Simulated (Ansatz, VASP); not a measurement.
KBr in VASP and in Ansatz

```
K Br
1.0
     0.00000    3.30736    3.30736
     3.30736    0.00000    3.30736
     3.30736    3.30736    0.00000
K Br
1 1
Direct
  0.00000 0.00000 0.00000
  0.50000 0.50000 0.50000
```

Alike in both runs: task single point; functional PBE; k mesh 10 × 10 × 10; occupations gaussian, width 0.05 eV; no spin polarisation.

```csv
,VASP,Ansatz
version,VASP 6.6.1,Ansatz 0.2.0
potentials or method,"VASP PAW PBE potentials, release 64 (K_sv, Br), cutoff 520 eV","scalar-relativistic, plane waves, PAW"
valence electrons in the cell,16,16
```

```tsv
	VASP	Ansatz	Ansatz less VASP
gap on the k mesh at the Fermi level (eV)	4.42	4.42	+0.001
least direct gap on the mesh (eV)	4.42	4.42	+0.001
pressure (GPa)	0.6	0.6	-0.04
```
